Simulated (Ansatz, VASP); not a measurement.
# Two plane-wave programs on H6C2O

```
CELL_PARAMETERS angstrom
7.52907 0.00000 0.00000
0.00000 7.52907 0.00000
0.00000 0.00000 7.52907
ATOMIC_POSITIONS crystal
C 0.38785 0.26997 0.66774
C 0.22821 0.16278 0.60865
C 0.73039 0.71311 0.73243
C 0.89880 0.72029 0.84142
C 0.34664 0.86748 0.12005
C 0.24937 0.70301 0.18223
C 0.70016 0.28702 0.19151
C 0.81812 0.15050 0.10340
O 0.22594 0.00288 0.71167
O 0.04540 0.66712 0.73382
O 0.24924 0.57557 0.03993
O 0.99833 0.17930 0.15922
H 0.14335 0.91711 0.66142
H 0.10573 0.23947 0.62885
H 0.23710 0.13201 0.46633
H 0.39897 0.39259 0.59101
H 0.37736 0.30625 0.80772
H 0.50947 0.19241 0.64972
H 0.14116 0.64271 0.81781
H 0.92138 0.85613 0.89196
H 0.88673 0.63255 0.95773
H 0.61691 0.76164 0.80863
H 0.74349 0.79478 0.61308
H 0.70285 0.57653 0.69128
H 0.18516 0.47169 0.07999
H 0.31491 0.64545 0.29897
H 0.11204 0.73556 0.21992
H 0.34334 0.96903 0.22373
H 0.48580 0.83708 0.09139
H 0.28840 0.92072 0.99778
H 0.07202 0.09341 0.09950
H 0.77531 0.01622 0.14114
H 0.80861 0.16144 0.95797
H 0.56299 0.27017 0.14715
H 0.70435 0.27352 0.33600
H 0.74222 0.42127 0.15630
```

Alike in both runs: functional r2SCAN; dispersion D3(BJ); k mesh 1 × 1 × 1; occupations fermi-dirac, width 0.02 eV; no spin polarisation.

Ansatz relaxed the structure, and its values are those at the end. VASP's run is a single point on that final structure, the one shown.

```csv
,VASP,Ansatz
version,VASP 6.6.1,Ansatz 0.2.0
potentials or method,"VASP PAW PBE potentials, release 64 (C, O, H), cutoff 520 eV","scalar-relativistic, plane waves, PAW"
valence electrons in the cell,80,80
```

Ansatz gave:

- gap on the k mesh at the Fermi level (eV): 5.45
- rms of the force components (eV/Å): 0.074

Problem. Which values does VASP return?

Solution. gap on the k mesh at the Fermi level (eV): 5.43; rms of the force components (eV/Å): 0.064.

VASP's potentials were made for PBE, not for r2SCAN. Ansatz's warnings: dispersion damping borrowed, xc potential rough in thin density.
